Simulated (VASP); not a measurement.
# CoH3 (Pmmn) in VASP: single point with PBE

Aim: the single point of CoH3 with PBE.

Everything below comes from runs of VASP 6.6.1. Logs are shortened: lines on timing, memory, paths and dates and some standing lists are left out, and cuts for length are marked.

## (1) The cell of the first run

Symmetry: Pmmn, No. 59, orthorhombic system. The conventional cell has a = 2.768 Å, b = 3.127 Å, c = 4.582 Å, α = 90.00°, β = 90.00°, γ = 90.00°. Within 2.1 Å of Co (site symmetry mm2) lie 5 H at 1.59 to 1.68 Å. H (site symmetry -1) has 4 H at 1.38 to 1.56 Å and 2 Co at 1.68 Å within 1.8 Å. Within 2.1 Å of H (site symmetry mm2) lie 1 Co at 1.59 Å and 4 H at 1.97 Å.

## (2) Single point, PBE, collinear spin, ferromagnetic start

The input, INCAR:

```
PREC = Accurate
ENCUT = 520
EDIFF = 1E-6
ISMEAR = 0
SIGMA = 0.15
LREAL = F
LASPH = T
NELM = 150
ALGO = Normal
ISIF = 2
LWAVE = F
LCHARG = F
ISPIN = 2
MAGMOM = 3 3 0 0 0 0 0 0
LORBIT = 11
LMAXMIX = 4
GGA = PE
NBANDS = 26
```

The input, KPOINTS:

```
regular mesh
0
Gamma
  3 3 3
```

The input, POSCAR:

```
CoH3
1.0
    2.7678107179      0.0000000000      0.0000000000
    0.0000000000      3.1271985379      0.0000000000
    0.0000000000      0.0000000000      4.5822935344
Co H
2 6
Direct
    0.5000000000      0.0000000000      0.7129647941
    0.0000000000      0.5000000000      0.2870352059
    0.7500000000      0.7500000000      0.0000000000
    0.2500000000      0.2500000000      0.0000000000
    0.2500000000      0.7500000000      0.0000000000
    0.7500000000      0.2500000000      0.0000000000
    0.5000000000      0.0000000000      0.3654934035
    0.0000000000      0.5000000000      0.6345065965
```

Potentials or basis: VASP PAW PBE potentials, release 64 (Co, H).

Command:

```
$ cat potpaw_PBE.64/Co/POTCAR potpaw_PBE.64/H/POTCAR > POTCAR
$ mpirun -np 1 vasp_std > vasp.out
```

OUTCAR:

```text
PREC = Accurate
   ENCUT = 520
   EDIFF = 1E-6
   ISMEAR = 0
   LREAL = F
   LASPH = T
   NELM = 150
   ISIF = 2
   ISPIN = 2
   LORBIT = 11
   GGA = PE

 ion  position               nearest neighbor table
   1  0.500  0.000  0.713-   7 1.59   4 1.68   5 1.68   6 1.68   3 1.68   2 2.86   2 2.86   2 2.86
                             2 2.86
   2  0.000  0.500  0.287-   8 1.59   4 1.68   5 1.68   6 1.68   3 1.68   1 2.86   1 2.86   1 2.86
                             1 2.86
   3  0.750  0.750  0.000-   1 1.68   2 1.68
   4  0.250  0.250  0.000-   1 1.68   2 1.68
   5  0.250  0.750  0.000-   1 1.68   2 1.68
   6  0.750  0.250  0.000-   1 1.68   2 1.68
   7  0.500  0.000  0.365-   1 1.59
   8  0.000  0.500  0.635-   2 1.59

  LATTYP: Found a simple orthorhombic cell.
 ALAT       =     2.7678107179
 B/A-ratio  =     1.1298455193
 C/A-ratio  =     1.6555660778

  Lattice vectors:

 A1 = (   2.7678107179,   0.0000000000,   0.0000000000)
 A2 = (   0.0000000000,   3.1271985379,   0.0000000000)
 A3 = (   0.0000000000,   0.0000000000,   4.5822935344)

Analysis of symmetry for initial positions (statically):
=====================================================================
 Subroutine PRICEL returns:
 Original cell was already a primitive cell.

 Routine SETGRP: Setting up the symmetry group for a
 simple orthorhombic supercell.

 Subroutine GETGRP returns: Found  8 space group operations
 (whereof  4 operations were pure point group operations)
 out of a pool of  8 trial point group operations.

The static configuration has the point symmetry C_2v.
 The point group associated with its full space group is D_2h.

Analysis of symmetry for dynamics (positions and initial velocities):
=====================================================================
 Subroutine PRICEL returns:
 Original cell was already a primitive cell.

 Routine SETGRP: Setting up the symmetry group for a
 simple orthorhombic supercell.

 Subroutine GETGRP returns: Found  8 space group operations
 (whereof  4 operations were pure point group operations)
 out of a pool of  8 trial point group operations.

The dynamic configuration has the point symmetry C_2v.
 The point group associated with its full space group is D_2h.

Analysis of structural, dynamic, and magnetic symmetry:
=====================================================================
 Subroutine PRICEL returns:
 Original cell was already a primitive cell.

 Routine SETGRP: Setting up the symmetry group for a
 simple orthorhombic supercell.

 Subroutine GETGRP returns: Found  8 space group operations
 (whereof  4 operations were pure point group operations)
 out of a pool of  8 trial point group operations.

The overall configuration has the point symmetry C_2v.
 The point group associated with its full space group is D_2h.

 Subroutine INISYM returns: Found  8 space group operations
 (whereof  4 operations are pure point group operations),
 and found     1 'primitive' translations

----------------------------------------------------------------------------------------

                                     Primitive cell

  volume of cell :      39.6620

  direct lattice vectors                    reciprocal lattice vectors
     2.767810718  0.000000000  0.000000000     0.361296383  0.000000000  0.000000000
     0.000000000  3.127198538  0.000000000     0.000000000  0.319775028  0.000000000
     0.000000000  0.000000000  4.582293534     0.000000000  0.000000000  0.218231327

  length of vectors
     2.767810718  3.127198538  4.582293534     0.361296383  0.319775028  0.218231327

  position of ions in fractional coordinates (direct lattice)
     0.500000000  0.000000000  0.712964794
     0.000000000  0.500000000  0.287035206
     0.750000000  0.750000000  0.000000000
     0.250000000  0.250000000  0.000000000
     0.250000000  0.750000000  0.000000000
     0.750000000  0.250000000  0.000000000
     0.500000000  0.000000000  0.365493403
     0.000000000  0.500000000  0.634506597

[... 48 lines left out ...]
   number of dos      NEDOS =    301   number of ions     NIONS =      8
   total plane-waves  NPLWV =  20736
   dimension x,y,z NGX =    24 NGY =   24 NGZ =   36
   dimension x,y,z NGXF=    48 NGYF=   48 NGZF=   72
   ions per type =               2   6
   NGX,Y,Z   is equivalent  to a cutoff of  14.42, 12.76, 13.06 a.u.
   NGXF,Y,Z  is equivalent  to a cutoff of  28.83, 25.52, 26.12 a.u.
 SYSTEM =  unknown system
   PREC   = accura    normal or accurate (medium, high low for compatibility)
   ISTART =      0    job   : 0-new  1-cont  2-samecut
   ICHARG =      2    charge: 1-file 2-atom 10-const
   ISPIN  =      2    spin polarized calculation?
   LNONCOLLINEAR =      F non collinear calculations
   LSORBIT =      F    spin-orbit coupling
   LASPH  =      T    aspherical Exc in radial PAW
   ENCUT  =  520.0 eV  38.22 Ry    6.18 a.u.   5.15  5.81  8.52*2*pi/ulx,y,z
   NELM   =    150;   NELMIN=  2; NELMDL= -5     # of ELM steps
   EDIFF  = 0.1E-05   stopping-criterion for ELM
   LREAL  =      F    real-space projection
   EDIFFG = 0.1E-04   stopping-criterion for IOM
   NSW    =      0    number of steps for IOM
   IBRION =     -1    ionic relax: 0-MD 1-quasi-New 2-CG
   NFREE  =      0    steps in history (QN), initial steepest desc. (CG)
   ISIF   =      2    stress and relaxation
   ISYM   =      2    0-nonsym 1-usesym 2-fastsym
   POTIM  = 0.5000    time-step for ionic-motion
   TEBEG  =    0.0;   TEEND  =   0.0 temperature during run
   PSTRESS=    0.0 pullay stress
   NELECT =      24.0000    total number of electrons
   NUPDOWN=      -1.0000    fix difference up-down
   EMIN   =  10.00;   EMAX   =-10.00  energy-range for DOS
   EFERMI =   0.00;   METHOD = LEGACY
   ISMEAR =     0;   SIGMA  =   0.15  broadening in eV -4-tet -1-fermi 0-gaus
   EFERMI_NEDOS =   21; number of points for ismear=-14 and -15
   IALGO  =     38    algorithm
   IMIX   =      4    mixing-type and parameters
     AMIX     =   0.40;   BMIX     =  1.00
     AMIX_MAG =   1.60;   BMIX_MAG =  1.00
  volume/ion in A,a.u.               =       4.96        33.46
  Fermi-wavevector in a.u.,A,eV,Ry     =   1.384694  2.616691 26.087487  1.917376
  Thomas-Fermi vector in A             =   2.509174
   LORBIT       =     11    0 simple, 1 ext, 2 COOP (PROOUT), +10 PAW based schemes
   GGA     = PE    functional components
   LHFCALC =     F    Hartree Fock is set to
   AEXX    =    0.0000 exact exchange contribution
   IVDW    =     0    specifies the selected vdW correction
   LEPSILON=     F    determine dielectric tensor
   LRPA    =     F    only Hartree local field effects (RPA)
 spin polarized calculation
 Gauss-broadening in eV      SIGMA  =   0.15
  energy-cutoff  :      520.00
  volume of cell :       39.66
 maximum number of plane-waves:      1081
 NGX is ok and might be reduce to    24
   NGX = 11   NGY = 11   NGZ = 17

 number of electron      24.0000007 magnetization       0.1808770

 Free energy of the ion-electron system (eV)
  ---------------------------------------------------
  ext. energy  EPLUGINS =         0.00000000
  ---------------------------------------------------
  free energy    TOTEN  =       -30.16741375 eV

  energy without entropy =      -30.11905715  energy(sigma->0) =      -30.14323545

 E-fermi :   6.3329     XC(G=0): -12.1469

 val. band max:        6.3174848717   @ k =   0.0000   0.0000   0.0000
 cond. band min:       6.3377310819   @ k =   0.0000   0.3333   0.0000
 fundamental gap:      0.0202462103
 Fermi energy:         6.3329350807

 spin component 1

 k-point     1 :       0.0000    0.0000    0.0000
  band No.  band energies     occupation
      1      -7.1016      1.00000
      2      -0.2880      1.00000
      3       0.4965      1.00000
      4       2.2580      1.00000
      5       4.0139      1.00000
      6       4.1446      1.00000
[... 205 lines left out ...]
     23      23.9461      0.00000
     24      24.4565      0.00000
 Fermi energy:         6.3329350807

 spin component 2

 k-point     1 :       0.0000    0.0000    0.0000
  band No.  band energies     occupation
      1      -7.0983      1.00000
      2      -0.2866      1.00000
      3       0.5188      1.00000
      4       2.3052      1.00000
      5       4.0947      1.00000
      6       4.1976      1.00000
[... 205 lines left out ...]
     23      23.9664      0.00000
     24      24.4692      0.00000
 [bands above 24 left out]

------------------------ aborting loop because EDIFF is reached ----------------------------------------

  FORCE on cell =-STRESS in cart. coord.  units (eV):
  Direction    XX          YY          ZZ          XY          YZ          ZX
  --------------------------------------------------------------------------------------
  -------------------------------------------------------------------------------------
  Total       -0.2165038     -0.1143323     -0.0555033      0.0000000      0.0000000      0.0000000
  in kB       -8.7458347     -4.6185426     -2.2420976      0.0000000      0.0000000      0.0000000
  external PRESSURE =      -5.2021583 kB  Pullay stress =       0.0000000 kB

 VOLUME and BASIS-vectors are now :
 -----------------------------------------------------------------------------
  energy-cutoff  :      520.00
  volume of cell :       39.66
      direct lattice vectors                 reciprocal lattice vectors
     2.767810718  0.000000000  0.000000000     0.361296383  0.000000000  0.000000000
     0.000000000  3.127198538  0.000000000     0.000000000  0.319775028  0.000000000
     0.000000000  0.000000000  4.582293534     0.000000000  0.000000000  0.218231327

 POSITION                                       TOTAL-FORCE (eV/Angst)
 -----------------------------------------------------------------------------------
      1.38391      0.00000      3.26701         0.000000      0.000000     -0.069710
      0.00000      1.56360      1.31528         0.000000      0.000000      0.069710
      2.07586      2.34540      0.00000         0.000000      0.000000      0.000000
      0.69195      0.78180      0.00000         0.000000      0.000000     -0.000000
      0.69195      2.34540      0.00000         0.000000     -0.000000     -0.000000
      2.07586      0.78180      0.00000        -0.000000      0.000000      0.000000
      1.38391      0.00000      1.67480         0.000000      0.000000      0.027094
      0.00000      1.56360      2.90750         0.000000      0.000000     -0.027094
 -----------------------------------------------------------------------------------
    total drift:                                0.000000      0.000000     -0.000000

  FREE ENERGIE OF THE ION-ELECTRON SYSTEM (eV)
  ---------------------------------------------------
  free  energy   TOTEN  =       -30.1674137534 eV

  energy  without entropy=      -30.1190571484  energy(sigma->0) =      -30.14323545

 total charge

# of ion       s       p       d       tot
------------------------------------------
    1        0.390   0.491   7.488   8.369
    2        0.390   0.491   7.488   8.369
    3        0.501   0.035   0.000   0.536
    4        0.501   0.035   0.000   0.536
    5        0.501   0.035   0.000   0.536
    6        0.501   0.035   0.000   0.536
    7        0.494   0.024   0.000   0.518
    8        0.494   0.024   0.000   0.518
--------------------------------------------------
tot          3.771   1.169  14.976  19.916

 magnetization (x)

# of ion       s       p       d       tot
------------------------------------------
    1        0.002   0.001   0.087   0.090
    2        0.002   0.001   0.087   0.090
    3       -0.001   0.000   0.000  -0.000
    4       -0.001   0.000   0.000  -0.000
    5       -0.001   0.000   0.000  -0.000
    6       -0.001   0.000   0.000  -0.000
    7        0.000  -0.000   0.000   0.000
    8        0.000  -0.000   0.000   0.000
--------------------------------------------------
tot          0.002   0.003   0.174   0.179
```

Wall time 15 s (1 thread of Intel Xeon Platinum 8488C (Sapphire Rapids), shared host); peak memory 0.16 GiB.

What came out:

```
Free energy                                           : -30.1674 eV
Pressure                                              : -0.5 GPa
Largest force                                         : 0.070 eV/Å
Net moment                                            : 0.18 μB per cell
Site moments                                          : Co +0.09; H -0.00, +0.00 μB
Valence electrons inside the program's atomic spheres : Co 8.37; H 0.54, 0.52
```

Forces on the atoms (eV/Å):
```
Co   0.000  0.000 -0.070
Co   0.000  0.000  0.070
H    0.000  0.000  0.000
H    0.000  0.000  0.000
H    0.000  0.000  0.000
H    0.000  0.000  0.000
H    0.000  0.000  0.027
H    0.000  0.000 -0.027
```

Caveat: the k points lie up to 0.76 Å⁻¹ apart.
